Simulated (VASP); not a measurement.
# SiF (P6_3/mmc) in VASP: further runs

Runs on SiF. Level: PBE. Tasks: single point, relaxation of cell and atoms.

Program: VASP 6.6.1. These are calculated values, not measurements. Logs are shortened: lines on timing, memory, paths and dates and some standing lists are left out, and cuts for length are marked.

## (1) The cell of the first run

The structure is hexagonal, space group P6_3/mmc (No. 194). The conventional cell has a = 4.030 Å, b = 4.030 Å, c = 8.026 Å, α = 90.00°, β = 90.00°, γ = 120.00°. Within 3.2 Å of Si (site symmetry 3m) lie 7 F at 2.45 to 2.76 Å and 4 Si at 2.50 to 2.78 Å. F (site symmetry -3m) has 6 Si at 2.45 Å and 6 F at 3.07 Å within 3.2 Å. Within 3.5 Å of F (site symmetry -6m2) lie 8 Si at 2.64 to 2.76 Å and 6 F at 3.07 Å.

## (2) Single point, PBE

INCAR

```
SYSTEM = SiF
ALGO = Normal
EDIFF = 1E-6
ENCUT = 520
GGA = PE
ISIF = 2
ISMEAR = 0
LASPH = .True.
LCHARG = .False.
LREAL = .False.
LWAVE = .False.
NBANDS = 32
NELM = 80
PREC = Accurate
SIGMA = 0.1
```

KPOINTS

```
k-points
0
Gamma
  6 6 2
  0 0 0
```

POSCAR

```
SiF
1.0
    4.0298242625      0.0000000037      0.0000000000
   -2.0149121345      3.4899301823      0.0000000000
    0.0000000000      0.0000000000      8.0257251411
Si F
4 4
Direct
    0.6666666667      0.3333333333      0.0943724169
    0.6666666667      0.3333333333      0.4056275831
    0.3333333333      0.6666666667      0.5943724169
    0.3333333333      0.6666666667      0.9056275831
    0.0000000000      0.0000000000      0.0000000000
    0.3333333333      0.6666666667      0.2500000000
    0.0000000000      0.0000000000      0.5000000000
    0.6666666667      0.3333333333      0.7500000000
```

Potentials or basis: VASP PAW PBE potentials, release 64 (Si, F).

Launch:

```console
$ cat potpaw_PBE.64/Si/POTCAR potpaw_PBE.64/F/POTCAR > POTCAR
$ mpirun -np 1 vasp_std > vasp.out
```

OUTCAR:

```text
SYSTEM = SiF
   EDIFF = 1E-6
   ENCUT = 520
   GGA = PE
   ISIF = 2
   ISMEAR = 0
   LASPH = .True.
   LREAL = .False.
   NELM = 80
   PREC = Accurate

 ion  position               nearest neighbor table
   1  0.667  0.333  0.094-   5 2.45   5 2.45   5 2.45   2 2.50   4 2.78   4 2.78   4 2.78
   2  0.667  0.333  0.406-   7 2.45   7 2.45   7 2.45   1 2.50   3 2.78   3 2.78   3 2.78
   3  0.333  0.667  0.594-   7 2.45   7 2.45   7 2.45   4 2.50   2 2.78   2 2.78   2 2.78
   4  0.333  0.667  0.906-   5 2.45   5 2.45   5 2.45   3 2.50   1 2.78   1 2.78   1 2.78
   5  0.000  0.000  0.000-   1 2.45   4 2.45   1 2.45   4 2.45   1 2.45   4 2.45
   6  0.333  0.667  0.250-
   7  0.000  0.000  0.500-   2 2.45   3 2.45   2 2.45   3 2.45   2 2.45   3 2.45
   8  0.667  0.333  0.750-

  LATTYP: Found a hexagonal cell.
 ALAT       =     4.0298242625
 C/A-ratio  =     1.9915819198

  Lattice vectors:

 A1 = (   4.0298242625,   0.0000000037,   0.0000000000)
 A2 = (  -2.0149121345,   3.4899301823,   0.0000000000)
 A3 = (   0.0000000000,   0.0000000000,   8.0257251411)

Analysis of symmetry for initial positions (statically):
=====================================================================
 Subroutine PRICEL returns:
 Original cell was already a primitive cell.

 Routine SETGRP: Setting up the symmetry group for a
 hexagonal supercell.

 Subroutine GETGRP returns: Found 24 space group operations
 (whereof 12 operations were pure point group operations)
 out of a pool of 24 trial point group operations.

The static configuration has the point symmetry D_3d.
 The point group associated with its full space group is D_6h.

Analysis of symmetry for dynamics (positions and initial velocities):
=====================================================================
 Subroutine PRICEL returns:
 Original cell was already a primitive cell.

 Routine SETGRP: Setting up the symmetry group for a
 hexagonal supercell.

 Subroutine GETGRP returns: Found 24 space group operations
 (whereof 12 operations were pure point group operations)
 out of a pool of 24 trial point group operations.

The dynamic configuration has the point symmetry D_3d.
 The point group associated with its full space group is D_6h.

 Subroutine INISYM returns: Found 24 space group operations
 (whereof 12 operations are pure point group operations),
 and found     1 'primitive' translations

----------------------------------------------------------------------------------------

                                     Primitive cell

  volume of cell :     112.8722

  direct lattice vectors                    reciprocal lattice vectors
     4.029824263  0.000000004  0.000000000     0.248149779  0.143269342  0.000000000
    -2.014912134  3.489930182  0.000000000    -0.000000000  0.286538683  0.000000000
     0.000000000  0.000000000  8.025725141     0.000000000  0.000000000  0.124599333

  length of vectors
     4.029824263  4.029824263  8.025725141     0.286538683  0.286538683  0.124599333

  position of ions in fractional coordinates (direct lattice)
     0.666666667  0.333333333  0.094372417
     0.666666667  0.333333333  0.405627583
     0.333333333  0.666666667  0.594372417
     0.333333333  0.666666667  0.905627583
     0.000000000  0.000000000  0.000000000
     0.333333333  0.666666667  0.250000000
     0.000000000  0.000000000  0.500000000
     0.666666667  0.333333333  0.750000000

  ion indices of the primitive-cell ions
   primitive index   ion index
                 1           1
                 2           2
                 3           3
                 4           4
                 5           5
                 6           6
                 7           7
                 8           8

----------------------------------------------------------------------------------------

 KPOINTS: k-points

Automatic generation of k-mesh.
 Grid dimensions read from file:
 generate k-points for:    6    6    2

 Generating k-lattice:

  Cartesian coordinates                     Fractional coordinates (reciprocal lattice)
     0.041358296  0.023878224  0.000000000     0.166666667  0.000000000  0.000000000
    -0.000000000  0.047756447  0.000000000     0.000000000  0.166666667  0.000000000
     0.000000000  0.000000000  0.062299667     0.000000000  0.000000000  0.500000000

  Length of vectors
     0.047756447  0.047756447  0.062299667

  Shift w.r.t. Gamma in fractional coordinates (k-lattice)
     0.000000000  0.000000000  0.000000000

 Subroutine IBZKPT returns following result:
 ===========================================

 Found     14 irreducible k-points:

 Following reciprocal coordinates:
            Coordinates               Weight
  0.000000  0.000000  0.000000      1.000000
  0.166667  0.000000  0.000000      6.000000
  0.333333  0.000000  0.000000      6.000000
  0.500000  0.000000  0.000000      3.000000
  0.166667  0.166667  0.000000      6.000000
  0.333333  0.166667  0.000000     12.000000
  0.333333  0.333333  0.000000      2.000000
  0.000000  0.000000  0.500000      1.000000
  0.166667  0.000000  0.500000      6.000000
  0.333333  0.000000  0.500000      6.000000
  0.500000  0.000000  0.500000      3.000000
  0.166667  0.166667  0.500000      6.000000
  0.333333  0.166667  0.500000     12.000000
  0.333333  0.333333  0.500000      2.000000
   k-points           NKPTS =     14   k-points in BZ     NKDIM =     14   number of bands    NBANDS=     32
   number of dos      NEDOS =    301   number of ions     NIONS =      8
   total plane-waves  NPLWV =  54000
   dimension x,y,z NGX =    30 NGY =   30 NGZ =   60
   dimension x,y,z NGXF=    60 NGYF=   60 NGZF=  120
   ions per type =               4   4
   NGX,Y,Z   is equivalent  to a cutoff of  12.38, 12.38, 12.43 a.u.
   NGXF,Y,Z  is equivalent  to a cutoff of  24.75, 24.75, 24.86 a.u.
 SYSTEM =  SiF
   PREC   = accura    normal or accurate (medium, high low for compatibility)
   ISTART =      0    job   : 0-new  1-cont  2-samecut
   ICHARG =      2    charge: 1-file 2-atom 10-const
   ISPIN  =      1    spin polarized calculation?
   LNONCOLLINEAR =      F non collinear calculations
   LSORBIT =      F    spin-orbit coupling
   LASPH  =      T    aspherical Exc in radial PAW
   ENCUT  =  520.0 eV  38.22 Ry    6.18 a.u.   7.49  7.49 14.92*2*pi/ulx,y,z
   NELM   =     80;   NELMIN=  2; NELMDL= -5     # of ELM steps
   EDIFF  = 0.1E-05   stopping-criterion for ELM
   LREAL  =      F    real-space projection
   EDIFFG = 0.1E-04   stopping-criterion for IOM
   NSW    =      0    number of steps for IOM
   IBRION =     -1    ionic relax: 0-MD 1-quasi-New 2-CG
   NFREE  =      0    steps in history (QN), initial steepest desc. (CG)
   ISIF   =      2    stress and relaxation
   ISYM   =      2    0-nonsym 1-usesym 2-fastsym
   POTIM  = 0.5000    time-step for ionic-motion
   TEBEG  =    0.0;   TEEND  =   0.0 temperature during run
   PSTRESS=    0.0 pullay stress
   NELECT =      44.0000    total number of electrons
   NUPDOWN=      -1.0000    fix difference up-down
   EMIN   =  10.00;   EMAX   =-10.00  energy-range for DOS
   EFERMI =   0.00;   METHOD = LEGACY
   ISMEAR =     0;   SIGMA  =   0.10  broadening in eV -4-tet -1-fermi 0-gaus
   EFERMI_NEDOS =   21; number of points for ismear=-14 and -15
   IALGO  =     38    algorithm
   IMIX   =      4    mixing-type and parameters
     AMIX     =   0.40;   BMIX     =  1.00
     AMIX_MAG =   1.60;   BMIX_MAG =  1.00
  volume/ion in A,a.u.               =      14.11        95.21
  Fermi-wavevector in a.u.,A,eV,Ry     =   1.195905  2.259933 19.458899  1.430189
  Thomas-Fermi vector in A             =   2.331859
   LORBIT       =      0    0 simple, 1 ext, 2 COOP (PROOUT), +10 PAW based schemes
   GGA     = PE    functional components
   LHFCALC =     F    Hartree Fock is set to
   AEXX    =    0.0000 exact exchange contribution
   IVDW    =     0    specifies the selected vdW correction
   LEPSILON=     F    determine dielectric tensor
   LRPA    =     F    only Hartree local field effects (RPA)
 non-spin polarized calculation
 Gauss-broadening in eV      SIGMA  =   0.10
  energy-cutoff  :      520.00
  volume of cell :      112.87
 maximum number of plane-waves:      3078
 NGX is ok and might be reduce to    30
   NGX = 15   NGY = 15   NGZ = 29

 number of electron      44.0000021 magnetization

 Free energy of the ion-electron system (eV)
  ---------------------------------------------------
  ext. energy  EPLUGINS =         0.00000000
  ---------------------------------------------------
  free energy    TOTEN  =       -33.76190218 eV

  energy without entropy =      -33.75939944  energy(sigma->0) =      -33.76065081

 E-fermi :   5.1457     XC(G=0):  -9.9928

 val. band max:        5.1304703946   @ k =   0.3333   0.3333   0.0000
 cond. band min:       5.3444002997   @ k =   0.3333   0.3333   0.5000
 fundamental gap:      0.2139299050
 Fermi energy:         5.1457280551

 k-point     1 :       0.0000    0.0000    0.0000
  band No.  band energies     occupation
      1     -18.9489      2.00000
      2     -18.8912      2.00000
      3     -17.8081      2.00000
      4     -17.7705      2.00000
      5      -3.8868      2.00000
      6      -3.4692      2.00000
[... 24 lines left out ...]
     31      11.1953      0.00000
     32      11.6240      0.00000

 k-point     2 :       0.1667    0.0000    0.0000
  band No.  band energies     occupation
      1     -18.9245      2.00000
      2     -18.8770      2.00000
      3     -17.7990      2.00000
      4     -17.7724      2.00000
      5      -4.1274      2.00000
      6      -3.6649      2.00000
[... 24 lines left out ...]
     31      11.0528      0.00000
     32      11.8612      0.00000

 k-point     3 :       0.3333    0.0000    0.0000
  band No.  band energies     occupation
      1     -18.8746      2.00000
      2     -18.8485      2.00000
      3     -17.7834      2.00000
      4     -17.7732      2.00000
      5      -4.5178      2.00000
      6      -3.9285      2.00000
[... 24 lines left out ...]
     31      10.9895      0.00000
     32      12.5835      0.00000

 k-point     4 :       0.5000    0.0000    0.0000
  band No.  band energies     occupation
      1     -18.8489      2.00000
      2     -18.8341      2.00000
      3     -17.7820      2.00000
      4     -17.7671      2.00000
      5      -4.6896      2.00000
      6      -4.0199      2.00000
[... 24 lines left out ...]
     31      10.6470      0.00000
     32      12.5042      0.00000

 k-point     5 :       0.1667    0.1667    0.0000
  band No.  band energies     occupation
      1     -18.8871      2.00000
      2     -18.8557      2.00000
      3     -17.7855      2.00000
      4     -17.7744      2.00000
      5      -4.3820      2.00000
      6      -3.8301      2.00000
[... 234 lines left out ...]
     31      10.4095      0.00000
     32      10.4095      0.00000

 k-point    12 :       0.1667    0.1667    0.5000
  band No.  band energies     occupation
      1     -18.8716      2.00000
      2     -18.8716      2.00000
      3     -17.7799      2.00000
      4     -17.7799      2.00000
      5      -4.2312      2.00000
      6      -4.2312      2.00000
[... 24 lines left out ...]
     31      10.8154      0.00000
     32      10.8154      0.00000

 k-point    13 :       0.3333    0.1667    0.5000
  band No.  band energies     occupation
      1     -18.8420      2.00000
      2     -18.8420      2.00000
      3     -17.7744      2.00000
      4     -17.7744      2.00000
      5      -4.3902      2.00000
      6      -4.3902      2.00000
[... 24 lines left out ...]
     31      10.7160      0.00000
     32      10.7160      0.00000

 k-point    14 :       0.3333    0.3333    0.5000
  band No.  band energies     occupation
      1     -18.8323      2.00000
      2     -18.8323      2.00000
      3     -17.7723      2.00000
      4     -17.7723      2.00000
      5      -4.3130      2.00000
      6      -4.3130      2.00000
[... 24 lines left out ...]
     31      10.7933      0.00000
     32      10.7933      0.00000

------------------------ aborting loop because EDIFF is reached ----------------------------------------

  FORCE on cell =-STRESS in cart. coord.  units (eV):
  Direction    XX          YY          ZZ          XY          YZ          ZX
  --------------------------------------------------------------------------------------
  -------------------------------------------------------------------------------------
  Total       -0.0305133     -0.0305133     -0.2380283      0.0000000      0.0000000      0.0000000
  in kB       -0.4331250     -0.4331250     -3.3787194      0.0000000      0.0000000      0.0000000
  external PRESSURE =      -1.4149898 kB  Pullay stress =       0.0000000 kB

 VOLUME and BASIS-vectors are now :
 -----------------------------------------------------------------------------
  energy-cutoff  :      520.00
  volume of cell :      112.87
      direct lattice vectors                 reciprocal lattice vectors
     4.029824263  0.000000004  0.000000000     0.248149779  0.143269342  0.000000000
    -2.014912134  3.489930182  0.000000000    -0.000000000  0.286538683  0.000000000
     0.000000000  0.000000000  8.025725141     0.000000000  0.000000000  0.124599333

 POSITION                                       TOTAL-FORCE (eV/Angst)
 -----------------------------------------------------------------------------------
      2.01491      1.16331      0.75741         0.000000      0.000000     -0.011307
      2.01491      1.16331      3.25546         0.000000      0.000000      0.011307
     -0.00000      2.32662      4.77027        -0.000000      0.000000     -0.011307
     -0.00000      2.32662      7.26832        -0.000000      0.000000      0.011307
      0.00000      0.00000      0.00000        -0.000000      0.000000      0.000000
     -0.00000      2.32662      2.00643         0.000000     -0.000000      0.000000
      0.00000      0.00000      4.01286         0.000000      0.000000      0.000000
      2.01491      1.16331      6.01929        -0.000000      0.000000      0.000000
 -----------------------------------------------------------------------------------
    total drift:                                0.000000     -0.000000      0.000000

  FREE ENERGIE OF THE ION-ELECTRON SYSTEM (eV)
  ---------------------------------------------------
  free  energy   TOTEN  =       -33.7619021847 eV

  energy  without entropy=      -33.7593994353  energy(sigma->0) =      -33.76065081
```

Wall time 80 s (1 thread of Intel Xeon 8259CL, shared host); peak memory 0.23 GiB.

Results:

* Free energy: -33.7619 eV
* Pressure: -0.1 GPa
* Largest force: 0.011 eV/Å
* Band gap on the k mesh: zero (bands 22 and 23 overlap by 0.85 eV)

Forces on the atoms (eV/Å):
```
Si   0.000  0.000 -0.011
Si   0.000  0.000  0.011
Si   0.000  0.000 -0.011
Si   0.000  0.000  0.011
F    0.000  0.000  0.000
F    0.000  0.000  0.000
F    0.000  0.000  0.000
F    0.000  0.000  0.000
```

Stress tensor (GPa, compression positive):
```
-0.04  0.00  0.00
 0.00 -0.04  0.00
 0.00  0.00 -0.34
```

Caveat: the k points lie up to 0.39 Å⁻¹ apart, too coarse for converged energies and pressures of a metal.

(Part 1 of 2 ends here.)
